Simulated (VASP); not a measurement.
# Hf (P6_3/mmc) in VASP: a series of runs

The runs below take Hf through single point, with PBEsol.

Program: VASP 6.6.1. These are calculated values, not measurements. Logs are shortened: lines on timing, memory, paths and dates and some standing lists are left out, and cuts for length are marked.

### Step 1. The cell of the first run

Symmetry: P6_3/mmc, No. 194, hexagonal system. The conventional cell has a = 3.158 Å, b = 3.158 Å, c = 5.002 Å, α = 90.00°, β = 90.00°, γ = 120.00°. Within 4.1 Å of Hf (site symmetry -6m2) lie 12 Hf at 3.10 to 3.16 Å.

### Step 2. Single point, PBEsol

INCAR reads:

```
ALGO = Normal
EDIFF = 1E-6
ENCUT = 520
GGA = PS
ISIF = 2
ISMEAR = -1
LASPH = True
LCHARG = False
LREAL = False
LWAVE = False
NBANDS = 17
NELM = 80
PREC = Accurate
SIGMA = 0.08
```

KPOINTS reads:

```
k-points
0
Gamma
  12 12 7
```

POSCAR reads:

```
Hf
1.0
    1.5792252233     -2.7352983234      0.0000000000
    1.5792252233      2.7352983234      0.0000000000
    0.0000000000      0.0000000000      5.0018008146
Hf
2
Direct
    0.6666666670      0.3333333330      0.2500000000
    0.3333333330      0.6666666670      0.7500000000
```

Potentials or basis: VASP PAW PBE potentials, release 64 (Hf_pv).

Command:

```sh
$ cat potpaw_PBE.64/Hf_pv/POTCAR > POTCAR
$ mpirun -np 1 vasp_std > vasp.out
```

OUTCAR:

```text
EDIFF = 1E-6
   ENCUT = 520
   GGA = PS
   ISIF = 2
   ISMEAR = -1
   LASPH = True
   LREAL = False
   NELM = 80
   PREC = Accurate

 ion  position               nearest neighbor table
   1  0.667  0.333  0.250-   2 3.10   2 3.10   2 3.10   2 3.10   2 3.10   2 3.10
   2  0.333  0.667  0.750-   1 3.10   1 3.10   1 3.10   1 3.10   1 3.10   1 3.10

  LATTYP: Found a hexagonal cell.
 ALAT       =     3.1584504466
 C/A-ratio  =     1.5836249133

  Lattice vectors:

 A1 = (   1.5792252233,  -2.7352983234,   0.0000000000)
 A2 = (   1.5792252233,   2.7352983234,   0.0000000000)
 A3 = (   0.0000000000,   0.0000000000,   5.0018008146)

Analysis of symmetry for initial positions (statically):
=====================================================================
 Subroutine PRICEL returns:
 Original cell was already a primitive cell.

 Routine SETGRP: Setting up the symmetry group for a
 hexagonal supercell.

 Subroutine GETGRP returns: Found 24 space group operations
 (whereof 12 operations were pure point group operations)
 out of a pool of 24 trial point group operations.

The static configuration has the point symmetry D_3d.
 The point group associated with its full space group is D_6h.

Analysis of symmetry for dynamics (positions and initial velocities):
=====================================================================
 Subroutine PRICEL returns:
 Original cell was already a primitive cell.

 Routine SETGRP: Setting up the symmetry group for a
 hexagonal supercell.

 Subroutine GETGRP returns: Found 24 space group operations
 (whereof 12 operations were pure point group operations)
 out of a pool of 24 trial point group operations.

The dynamic configuration has the point symmetry D_3d.
 The point group associated with its full space group is D_6h.

 Subroutine INISYM returns: Found 24 space group operations
 (whereof 12 operations are pure point group operations),
 and found     1 'primitive' translations

----------------------------------------------------------------------------------------

                                     Primitive cell

  volume of cell :      43.2121

  direct lattice vectors                    reciprocal lattice vectors
     1.579225223 -2.735298323  0.000000000     0.316610951 -0.182795418  0.000000000
     1.579225223  2.735298323  0.000000000     0.316610951  0.182795418  0.000000000
     0.000000000  0.000000000  5.001800815     0.000000000  0.000000000  0.199927993

  length of vectors
     3.158450447  3.158450447  5.001800815     0.365590836  0.365590836  0.199927993

  position of ions in fractional coordinates (direct lattice)
     0.666666667  0.333333333  0.250000000
     0.333333333  0.666666667  0.750000000

  ion indices of the primitive-cell ions
   primitive index   ion index
                 1           1
                 2           2

----------------------------------------------------------------------------------------

 KPOINTS: k-points

Automatic generation of k-mesh.
 Grid dimensions read from file:
 generate k-points for:   12   12    7

 Generating k-lattice:

  Cartesian coordinates                     Fractional coordinates (reciprocal lattice)
     0.026384246 -0.015232951  0.000000000     0.083333333 -0.000000000  0.000000000
     0.026384246  0.015232951  0.000000000    -0.000000000  0.083333333  0.000000000
     0.000000000  0.000000000  0.028561142     0.000000000  0.000000000  0.142857143

  Length of vectors
     0.030465903  0.030465903  0.028561142

  Shift w.r.t. Gamma in fractional coordinates (k-lattice)
     0.000000000  0.000000000  0.000000000

 Subroutine IBZKPT returns following result:
 ===========================================

 Found     76 irreducible k-points:

 Following reciprocal coordinates:
            Coordinates               Weight
  0.000000  0.000000  0.000000      1.000000
  0.083333 -0.000000  0.000000      6.000000
  0.166667  0.000000  0.000000      6.000000
  0.250000  0.000000  0.000000      6.000000
  0.333333  0.000000  0.000000      6.000000
  0.416667  0.000000  0.000000      6.000000
[... 16 lines left out ...]
  0.250000  0.000000  0.142857     12.000000
  0.333333  0.000000  0.142857     12.000000
 [... further k-points ...]
   k-points           NKPTS =     76   k-points in BZ     NKDIM =     76   number of bands    NBANDS=     17
   number of dos      NEDOS =    301   number of ions     NIONS =      2
   total plane-waves  NPLWV =  23040
   dimension x,y,z NGX =    24 NGY =   24 NGZ =   40
   dimension x,y,z NGXF=    48 NGYF=   48 NGZF=   80
   ions per type =               2
   NGX,Y,Z   is equivalent  to a cutoff of  12.63, 12.63, 13.29 a.u.
   NGXF,Y,Z  is equivalent  to a cutoff of  25.26, 25.26, 26.59 a.u.
 SYSTEM =  unknown system
   PREC   = accura    normal or accurate (medium, high low for compatibility)
   ISTART =      0    job   : 0-new  1-cont  2-samecut
   ICHARG =      2    charge: 1-file 2-atom 10-const
   ISPIN  =      1    spin polarized calculation?
   LNONCOLLINEAR =      F non collinear calculations
   LSORBIT =      F    spin-orbit coupling
   LASPH  =      T    aspherical Exc in radial PAW
   ENCUT  =  520.0 eV  38.22 Ry    6.18 a.u.   5.87  5.87  9.30*2*pi/ulx,y,z
   NELM   =     80;   NELMIN=  2; NELMDL= -5     # of ELM steps
   EDIFF  = 0.1E-05   stopping-criterion for ELM
   LREAL  =      F    real-space projection
   EDIFFG = 0.1E-04   stopping-criterion for IOM
   NSW    =      0    number of steps for IOM
   IBRION =     -1    ionic relax: 0-MD 1-quasi-New 2-CG
   NFREE  =      0    steps in history (QN), initial steepest desc. (CG)
   ISIF   =      2    stress and relaxation
   ISYM   =      2    0-nonsym 1-usesym 2-fastsym
   POTIM  = 0.5000    time-step for ionic-motion
   TEBEG  =    0.0;   TEEND  =   0.0 temperature during run
   PSTRESS=    0.0 pullay stress
   NELECT =      20.0000    total number of electrons
   NUPDOWN=      -1.0000    fix difference up-down
   EMIN   =  10.00;   EMAX   =-10.00  energy-range for DOS
   EFERMI =   0.00;   METHOD = LEGACY
   ISMEAR =    -1;   SIGMA  =   0.08  broadening in eV -4-tet -1-fermi 0-gaus
   EFERMI_NEDOS =   21; number of points for ismear=-14 and -15
   IALGO  =     38    algorithm
   IMIX   =      4    mixing-type and parameters
     AMIX     =   0.40;   BMIX     =  1.00
     AMIX_MAG =   1.60;   BMIX_MAG =  1.00
  volume/ion in A,a.u.               =      21.61       145.80
  Fermi-wavevector in a.u.,A,eV,Ry     =   1.266338  2.393033 21.818479  1.603613
  Thomas-Fermi vector in A             =   2.399544
   LORBIT       =      0    0 simple, 1 ext, 2 COOP (PROOUT), +10 PAW based schemes
   GGA     = PS    functional components
   LHFCALC =     F    Hartree Fock is set to
   AEXX    =    0.0000 exact exchange contribution
   IVDW    =     0    specifies the selected vdW correction
   LEPSILON=     F    determine dielectric tensor
   LRPA    =     F    only Hartree local field effects (RPA)
 non-spin polarized calculation
  energy-cutoff  :      520.00
  volume of cell :       43.21
 maximum number of plane-waves:      1182
 NGX is ok and might be reduce to    24
   NGX = 11   NGY = 11   NGZ = 19

 number of electron      19.9999996 magnetization

 Free energy of the ion-electron system (eV)
  ---------------------------------------------------
  ext. energy  EPLUGINS =         0.00000000
  ---------------------------------------------------
  free energy    TOTEN  =       -21.02219812 eV

  energy without entropy =      -20.98714023  energy(sigma->0) =      -21.00466917

 E-fermi :   4.9939     XC(G=0): -11.5515

 val. band max:        4.9844797916   @ k =   0.1667   0.0000   0.1429
 cond. band min:       5.0004666832   @ k =   0.0000   0.0000   0.4286
 fundamental gap:      0.0159868916
 Fermi energy:         4.9939117430

 k-point     1 :       0.0000    0.0000    0.0000
  band No.  band energies     occupation
      1     -26.0028      2.00000
      2     -25.1680      2.00000
      3     -25.1680      2.00000
      4     -25.0250      2.00000
      5     -25.0250      2.00000
      6     -25.0236      2.00000
[... 9 lines left out ...]
     16       7.7019      0.00000
     17      10.5201      0.00000

 k-point     2 :       0.0833   -0.0000    0.0000
  band No.  band energies     occupation
      1     -25.9825      2.00000
      2     -25.2117      2.00000
      3     -25.1826      2.00000
      4     -25.0712      2.00000
      5     -25.0329      2.00000
      6     -25.0308      2.00000
[... 9 lines left out ...]
     16       7.4943      0.00000
     17      10.6904      0.00000

 k-point     3 :       0.1667    0.0000    0.0000
  band No.  band energies     occupation
      1     -25.9244      2.00000
      2     -25.3311      2.00000
      3     -25.2212      2.00000
      4     -25.1938      2.00000
      5     -25.0609      2.00000
      6     -25.0477      2.00000
[... 9 lines left out ...]
     16       7.8043      0.00000
     17      11.0414      0.00000

 k-point     4 :       0.2500    0.0000    0.0000
  band No.  band energies     occupation
      1     -25.8364      2.00000
      2     -25.4941      2.00000
      3     -25.3534      2.00000
      4     -25.2715      2.00000
      5     -25.1074      2.00000
      6     -25.0727      2.00000
[... 9 lines left out ...]
     16       8.7043      0.00000
     17      11.3639      0.00000

 k-point     5 :       0.3333    0.0000    0.0000
  band No.  band energies     occupation
      1     -25.7323      2.00000
      2     -25.6562      2.00000
      3     -25.5053      2.00000
      4     -25.3198      2.00000
      5     -25.1698      2.00000
      6     -25.0990      2.00000
[... 9 lines left out ...]
     16       9.8156      0.00000
     17      11.5790      0.00000

 k-point     6 :       0.4167    0.0000    0.0000
  band No.  band energies     occupation
      1     -25.7739      2.00000
      2     -25.6346      2.00000
      3     -25.6123      2.00000
      4     -25.3543      2.00000
      5     -25.2369      2.00000
      6     -25.1188      2.00000
[... 9 lines left out ...]
     16      10.9394      0.00000
     17      11.6905      0.00000

 k-point     7 :       0.5000    0.0000    0.0000
  band No.  band energies     occupation
      1     -25.8167      2.00000
      2     -25.6507      2.00000
      3     -25.5884      2.00000
      4     -25.3667      2.00000
      5     -25.2719      2.00000
      6     -25.1261      2.00000
[... 9 lines left out ...]
     16      11.7237      0.00000
     17      12.2301      0.00000

 k-point     8 :       0.0833    0.0833    0.0000
  band No.  band energies     occupation
      1     -25.9433      2.00000
      2     -25.2845      2.00000
      3     -25.2290      2.00000
      4     -25.1384      2.00000
      5     -25.0515      2.00000
      6     -25.0483      2.00000
[... 9 lines left out ...]
     16       7.6761      0.00000
     17      10.8899      0.00000
[... 203 lines left out ...]
      1     -25.6970      2.00000
      2     -25.5467      2.00000
      3     -25.5467      2.00000
      4     -25.4195      2.00000
      5     -25.4195      2.00000
      6     -25.3831      2.00000
[... 9 lines left out ...]
     16      10.9355      0.00000
     17      10.9373      0.00000

 k-point    20 :       0.0000    0.0000    0.1429
  band No.  band energies     occupation
      1     -25.9578      2.00000
      2     -25.1610      2.00000
      3     -25.1610      2.00000
      4     -25.0760      2.00000
      5     -25.0322      2.00000
      6     -25.0322      2.00000
[... 9 lines left out ...]
     16       8.0169      0.00000
     17      10.6019      0.00000

 k-point    21 :       0.0833   -0.0000    0.1429
  band No.  band energies     occupation
      1     -25.9401      2.00000
      2     -25.2034      2.00000
      3     -25.1752      2.00000
      4     -25.1156      2.00000
      5     -25.0459      2.00000
      6     -25.0384      2.00000
[... 9 lines left out ...]
     16       7.8925      0.00000
     17      10.7408      0.00000

 k-point    22 :       0.1667    0.0000    0.1429
  band No.  band energies     occupation
      1     -25.8907      2.00000
      2     -25.3189      2.00000
      3     -25.2323      2.00000
      4     -25.2127      2.00000
      5     -25.0727      2.00000
      6     -25.0564      2.00000
[... 9 lines left out ...]
     16       7.9190      0.00000
     17      11.0165      0.00000

 k-point    23 :       0.2500    0.0000    0.1429
  band No.  band energies     occupation
      1     -25.8231      2.00000
      2     -25.4712      2.00000
      3     -25.3863      2.00000
      4     -25.2618      2.00000
      5     -25.1125      2.00000
      6     -25.0827      2.00000
[... 9 lines left out ...]
     16       8.6253      0.00000
     17      11.2575      0.00000

 k-point    24 :       0.3333    0.0000    0.1429
  band No.  band energies     occupation
      1     -25.7809      2.00000
      2     -25.5933      2.00000
      3     -25.5235      2.00000
      4     -25.3091      2.00000
      5     -25.1651      2.00000
      6     -25.1101      2.00000
[... 9 lines left out ...]
     16       9.6601      0.00000
     17      11.4220      0.00000

 [... further k-points ...]

------------------------ aborting loop because EDIFF is reached ----------------------------------------

  FORCE on cell =-STRESS in cart. coord.  units (eV):
  Direction    XX          YY          ZZ          XY          YZ          ZX
  --------------------------------------------------------------------------------------
  -------------------------------------------------------------------------------------
  Total       -0.0735889     -0.0735889     -0.1006247      0.0000000     -0.0000000      0.0000000
  in kB       -2.7284613     -2.7284613     -3.7308694      0.0000000     -0.0000000      0.0000000
  external PRESSURE =      -3.0625973 kB  Pullay stress =       0.0000000 kB

 VOLUME and BASIS-vectors are now :
 -----------------------------------------------------------------------------
  energy-cutoff  :      520.00
  volume of cell :       43.21
      direct lattice vectors                 reciprocal lattice vectors
     1.579225223 -2.735298323  0.000000000     0.316610951 -0.182795418  0.000000000
     1.579225223  2.735298323  0.000000000     0.316610951  0.182795418  0.000000000
     0.000000000  0.000000000  5.001800815     0.000000000  0.000000000  0.199927993

 POSITION                                       TOTAL-FORCE (eV/Angst)
 -----------------------------------------------------------------------------------
      1.57923     -0.91177      1.25045         0.000000     -0.000000      0.000000
      1.57923      0.91177      3.75135        -0.000000      0.000000      0.000000
 -----------------------------------------------------------------------------------
    total drift:                               -0.000000      0.000000     -0.000000

  FREE ENERGIE OF THE ION-ELECTRON SYSTEM (eV)
  ---------------------------------------------------
  free  energy   TOTEN  =       -21.0221981164 eV

  energy  without entropy=      -20.9871402271  energy(sigma->0) =      -21.00466917
```

Wall time 44 s (1 thread of AMD EPYC 9R14 (Zen 4), shared host); peak memory 0.15 GiB.

What came out:

```yaml
Free_energy: -21.0222 eV
Pressure: -0.3 GPa
Band_gap_on_the_k_mesh: zero (bands 10 and 11 overlap by 1.46 eV)
```

Stress tensor (GPa, compression positive):
```
-0.27  0.00  0.00
 0.00 -0.27  0.00
 0.00  0.00 -0.37
```

Caveat: the PAW data sets were made with another functional, which shifts forces and pressure a little; spin-orbit coupling is left out, which moves the levels of the heavy elements.

### Step 3. Single point, PBEsol

INCAR reads:

```
SYSTEM = Hf
PREC     = Accurate       ! precision mode
ENCUT    = 520            ! plane-wave cutoff, eV
EDIFF    = 1E-7           ! SCF threshold, eV
ISMEAR   = -1             ! smearing method
SIGMA    = 0.08           ! smearing width, eV
LREAL    = .FALSE.        ! projectors in reciprocal space
LASPH    = .TRUE.         ! aspherical terms in the spheres
NELM     = 80             ! most SCF steps
ALGO     = Normal         ! electronic algorithm
ISIF     = 2              ! what is computed and relaxed
LWAVE    = .FALSE.        ! write WAVECAR
LCHARG   = .FALSE.        ! write CHGCAR
GGA      = PS             ! functional
NBANDS   = 17             ! bands
```

KPOINTS reads:

```
Automatic mesh
0
G
  12 12 7
  0 0 0
```

POSCAR is that of step 2.

Potentials or basis: VASP PAW PBE potentials, release 64 (Hf_pv).

Command:

```sh
$ cat potpaw_PBE.64/Hf_pv/POTCAR > POTCAR
$ mpirun -np 1 vasp_std > vasp.out
```

Run time: 48 s. Hardware: 1 thread of AMD EPYC 9R14 (Zen 4), shared host; peak memory 0.15 GiB.

It converged, with:

```yaml
Free_energy: -21.0222 eV
Pressure: -0.3 GPa
Band_gap_on_the_k_mesh: zero (bands 10 and 11 overlap by 1.46 eV)
```

Stress tensor (GPa, compression positive):
```
-0.30  0.00  0.00
 0.00 -0.30  0.00
 0.00  0.00 -0.39
```

Levels at points of the mesh, in eV from the Fermi level:
```csv
k point,band 6,band 7,band 8,band 9,band 10,band 11,band 12,band 13,band 14,band 15
"(0.00, 0.00, 0.00)",-30.02,-7.50,-3.82,0.80,1.18,1.18,1.47,2.04,2.04,2.71
"(0.50, 0.00, 0.00)",-30.12,-3.41,-2.87,-2.33,-0.71,0.78,0.91,1.74,6.13,6.67
```

Caveat: the PAW data sets were made with another functional, which shifts forces and pressure a little; spin-orbit coupling is left out, which moves the levels of the heavy elements.
